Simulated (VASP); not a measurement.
# Pr4O (Pm-3m) in VASP: vibrations by perturbation theory with PBE

Aim: the vibrations by perturbation theory of Pr4O with PBE.

Program: VASP 6.6.1. These are calculated values, not measurements. Logs are shortened: lines on timing, memory, paths and dates and some standing lists are left out, and cuts for length are marked.

### Step 1. The cell of the first run

It takes space group Pm-3m (No. 221, cubic). Conventional cell: a = 5.183 Å, b = 5.183 Å, c = 5.183 Å, α = 90.00°, β = 90.00°, γ = 90.00°. Within 3.4 Å of Pr (site symmetry 4/mmm) lie 2 O at 2.59 Å. Pr (site symmetry m-3m) has 12 Pr at 3.67 Å and 8 O at 4.49 Å within 4.8 Å. Within 3.4 Å of O (site symmetry m-3m) lie 6 Pr at 2.59 Å.

### Step 2. Vibrations by perturbation theory, PBE

INCAR

```
SYSTEM = Pr4O
ALGO = Normal
EDIFF = 1E-8
ENCUT = 600
GGA = PE
GGA_COMPAT = .False.
IBRION = 8
ISIF = 2
ISMEAR = -1
KPAR = 4
LASPH = .True.
LCHARG = .False.
LMAXMIX = 6
LREAL = .False.
LWAVE = .False.
NELM = 200
NSW = 1
PREC = Accurate
SIGMA = 0.15
```

KPOINTS

```
k-points
0
Gamma
  8 8 8
  0 0 0
```

POSCAR

```
Pr4O
1.0
    5.1833281506      0.0000000000      0.0000000000
    0.0000000000      5.1833281506      0.0000000000
    0.0000000000      0.0000000000      5.1833281506
Pr O
4 1
Direct
    0.0000000000      0.5000000000      0.5000000000
    0.5000000000      0.5000000000      0.0000000000
    0.5000000000      0.0000000000      0.5000000000
    0.0000000000      0.0000000000      0.0000000000
    0.5000000000      0.5000000000      0.5000000000
```

Potentials or basis: VASP PAW PBE potentials, release 64 (Pr_3, O), 4f in core.

Command:

```sh
$ cat potpaw_PBE.64/Pr_3/POTCAR potpaw_PBE.64/O/POTCAR > POTCAR
$ mpirun -np 4 vasp_std > vasp.out
```

OUTCAR:

```text
SYSTEM = Pr4O
   EDIFF = 1E-8
   ENCUT = 600
   GGA = PE
   IBRION = 8
   ISIF = 2
   ISMEAR = -1
   LASPH = .True.
   LREAL = .False.
   NELM = 200
   NSW = 1
   PREC = Accurate

 ion  position               nearest neighbor table
   1  0.000  0.500  0.500-   5 2.59   5 2.59   4 3.67   2 3.67   2 3.67   4 3.67   3 3.67   4 3.67
                             4 3.67   2 3.67   3 3.67   3 3.67   2 3.67   3 3.67
   2  0.500  0.500  0.000-   5 2.59   5 2.59   4 3.67   1 3.67   1 3.67   3 3.67   3 3.67   3 3.67
                             4 3.67   3 3.67   1 3.67   4 3.67   1 3.67   4 3.67
   3  0.500  0.000  0.500-   5 2.59   5 2.59   4 3.67   1 3.67   2 3.67   4 3.67   1 3.67   2 3.67
                             2 3.67   2 3.67   1 3.67   4 3.67   4 3.67   1 3.67
   4  0.000  0.000  0.000-   1 3.67   2 3.67   3 3.67   1 3.67   3 3.67   1 3.67   2 3.67   1 3.67
                             2 3.67   3 3.67   3 3.67   2 3.67
   5  0.500  0.500  0.500-   1 2.59   2 2.59   3 2.59   2 2.59   3 2.59   1 2.59

  LATTYP: Found a simple cubic cell.
 ALAT       =     5.1833281506

  Lattice vectors:

 A1 = (   5.1833281506,   0.0000000000,   0.0000000000)
 A2 = (   0.0000000000,   5.1833281506,   0.0000000000)
 A3 = (   0.0000000000,   0.0000000000,   5.1833281506)

Analysis of symmetry for initial positions (statically):
=====================================================================
 Subroutine PRICEL returns:
 Original cell was already a primitive cell.

 Routine SETGRP: Setting up the symmetry group for a
 simple cubic supercell.

 Subroutine GETGRP returns: Found 48 space group operations
 (whereof 48 operations were pure point group operations)
 out of a pool of 48 trial point group operations.

The static configuration has the point symmetry O_h .

Analysis of symmetry for dynamics (positions and initial velocities):
[... 1014 lines left out ...]
------------------------ aborting loop because EDIFF is reached ----------------------------------------

 INTERNAL STRAIN TENSOR  FOR ION    5  DIRECTION 1   (eV/Angst):
 -----------------------------------------------------------------------------
    -0.00191 -0.00000  0.00000
    -0.00000  0.00414  0.00000
     0.00000  0.00000  0.00414

 INTERNAL STRAIN TENSOR FOR ION    5 for displacements in x,y,z  (eV/Angst):
          X           Y           Z          XY          YZ          ZX
  --------------------------------------------------------------------------------
  x     0.00000     0.00000     0.00000     0.00000     0.00000     0.00000
  y     0.00000     0.00000     0.00000     0.00000     0.00000     0.00000
  z     0.00000     0.00000     0.00000     0.00000     0.00000     0.00000

 SECOND DERIVATIVES (NOT SYMMETRIZED)
 ------------------------------------
               1X          1Y          1Z          2X          2Y          2Z          3X          3Y          3Z          4X          4Y          4Z          5X          5Y          5Z
  1X    -4.793896    0.000000   -0.000000    1.409810   -0.000000    0.000000    1.409810    0.000000    0.000000    0.738481   -0.000000    0.000000    1.235795    0.000000   -0.000000
  1Y     0.000000   -4.065320    0.000000    0.000000    0.470247    0.000000    0.000000    1.413627    0.000000    0.000000    1.502527    0.000000    0.000000    0.678919    0.000000
  1Z     0.000000    0.000000   -4.065320    0.000000    0.000000    1.413627    0.000000    0.000000    0.470247    0.000000    0.000000    1.502527    0.000000    0.000000    0.678919
  2X     1.413627    0.000000    0.000000   -4.065320    0.000000    0.000000    0.470247    0.000000    0.000000    1.502527    0.000000    0.000000    0.678919    0.000000    0.000000
  2Y     0.000000    0.470247    0.000000    0.000000   -4.065320    0.000000    0.000000    1.413627    0.000000    0.000000    1.502527    0.000000    0.000000    0.678919    0.000000
  2Z     0.000000    0.000000    1.409810   -0.000000   -0.000000   -4.793896   -0.000000    0.000000    1.409810   -0.000000   -0.000000    0.738481   -0.000000   -0.000000    1.235795
  3X     1.413627    0.000000    0.000000    0.470247    0.000000    0.000000   -4.065320    0.000000    0.000000    1.502527    0.000000    0.000000    0.678919    0.000000    0.000000
  3Y     0.000000    1.409810   -0.000000    0.000000    1.409810    0.000000   -0.000000   -4.793896   -0.000000    0.000000    0.738481   -0.000000   -0.000000    1.235795    0.000000
  3Z     0.000000    0.000000    0.470247    0.000000    0.000000    1.413627    0.000000    0.000000   -4.065320    0.000000    0.000000    1.502527    0.000000    0.000000    0.678919
  4X     0.744192   -0.000000   -0.000000    1.496614    0.000000    0.000000    1.496614    0.000000    0.000000   -4.652919   -0.000000   -0.000000    0.915500   -0.000000    0.000000
  4Y     0.000000    1.496614    0.000000    0.000000    1.496614    0.000000   -0.000000    0.744192   -0.000000   -0.000000   -4.652919   -0.000000   -0.000000    0.915500   -0.000000
  4Z     0.000000    0.000000    1.496614   -0.000000   -0.000000    0.744192    0.000000   -0.000000    1.496614    0.000000    0.000000   -4.652919   -0.000000   -0.000000    0.915500
  5X     1.231469    0.000000    0.000000    0.672592    0.000000    0.000000    0.672592   -0.000000   -0.000000    0.913177    0.000000   -0.000000   -3.489830    0.000000   -0.000000
  5Y    -0.000000    0.672592    0.000000    0.000000    0.672592    0.000000    0.000000    1.231469    0.000000    0.000000    0.913177    0.000000    0.000000   -3.489830   -0.000000
  5Z    -0.000000    0.000000    0.672592    0.000000   -0.000000    1.231469    0.000000   -0.000000    0.672592    0.000000    0.000000    0.913177    0.000000    0.000000   -3.489830

 Eigenvectors and eigenvalues of the dynamical matrix
 ----------------------------------------------------

   1 f  =    7.413423 THz    46.579908 2PiTHz  247.285161 cm-1    30.659439 meV
             X         Y         Z           dx          dy          dz
      0.000000  2.591664  2.591664    -0.110224   -0.028225    0.000000
      2.591664  2.591664  0.000000    -0.052090   -0.028225    0.000000
      2.591664  0.000000  2.591664    -0.052090   -0.059724   -0.000000
      0.000000  0.000000  0.000000    -0.078087   -0.042311   -0.000000
      2.591664  2.591664  2.591664     0.865661    0.469049    0.000000
[... 105 lines left out ...]
  15 f/i=    0.004625 THz     0.029060 2PiTHz    0.154273 cm-1     0.019127 meV
             X         Y         Z           dx          dy          dz
      0.000000  2.591664  2.591664     0.033366    0.012157    0.491275
      2.591664  2.591664  0.000000     0.033293    0.012157    0.492350
      2.591664  0.000000  2.591664     0.033293    0.012184    0.491275
      0.000000  0.000000  0.000000     0.033344    0.012176    0.492026
      2.591664  2.591664  2.591664     0.011263    0.004113    0.166198

--------------------------------------------------------------------------------------------------------

 ELASTIC MODULI CONTR FROM IONIC RELAXATION (kBar)
 Direction    XX          YY          ZZ          XY          YZ          ZX
 --------------------------------------------------------------------------------
 XX           0.0000      0.0000      0.0000      0.0000      0.0000      0.0000
 YY           0.0000      0.0000      0.0000      0.0000      0.0000      0.0000
 ZZ           0.0000      0.0000      0.0000      0.0000      0.0000      0.0000
 XY           0.0000      0.0000      0.0000      0.0000      0.0000      0.0000
 YZ           0.0000      0.0000      0.0000      0.0000      0.0000      0.0000
 ZX           0.0000      0.0000      0.0000      0.0000      0.0000      0.0000
 --------------------------------------------------------------------------------
```

stdout:

```text
POSCAR found type information on POSCAR PrO
 POSCAR found :  2 types and       5 ions
 scaLAPACK will be used
 LDA part: xc-table for (Slater+PW92), standard interpolation
 POSCAR, INCAR and KPOINTS ok, starting setup
 FFT: planning ... GRIDC
 FFT: planning ... GRID_SOFT
 FFT: planning ... GRID
 WAVECAR not read
 entering main loop
 Linear response reoptimize wavefunctions to high precision
 Linear response DOF=           4
 Linear response progress:
 first order change of Fermi-energy  -0.25437E-03
 force on displaced ion       1 direction 1 :  -4.794  -0.000   0.000
 Linear response progress:
 first order change of Fermi-energy   0.31666E-03
 force on displaced ion       1 direction 2 :   0.000  -4.065   0.000
 Linear response progress:
 first order change of Fermi-energy  -0.39122E-03
 force on displaced ion       4 direction 1 :  -4.653  -0.000   0.000
 Linear response progress:
 first order change of Fermi-energy  -0.15089E-03
 force on displaced ion       5 direction 1 :  -3.490   0.000   0.000
 Linear response finished
```

Run time: 11 min. Hardware: 4 MPI ranks of Intel Xeon 6975P-C (Granite Rapids), shared host; peak memory 1.2 GiB.

Results:

```
Highest phonon frequency at Γ, LO-TO splitting left out : 247 cm⁻¹
```

Phonon frequencies in cm⁻¹ (negative: imaginary):
| q point | frequencies |
| --- | --- |
| (0.000, 0.000, 0.000) | 0 0 0 94 94 94 103 103 103 113 113 113 247 247 247 |

Caveat: spin-orbit coupling is left out, which moves the levels of the heavy elements; the 4f electrons are frozen in the core, so they carry no moment and show no levels; the run has no spin polarisation, though such a crystal can be magnetic. Spin polarisation is off, so any magnetic state and its effect on volume and gap are missing.
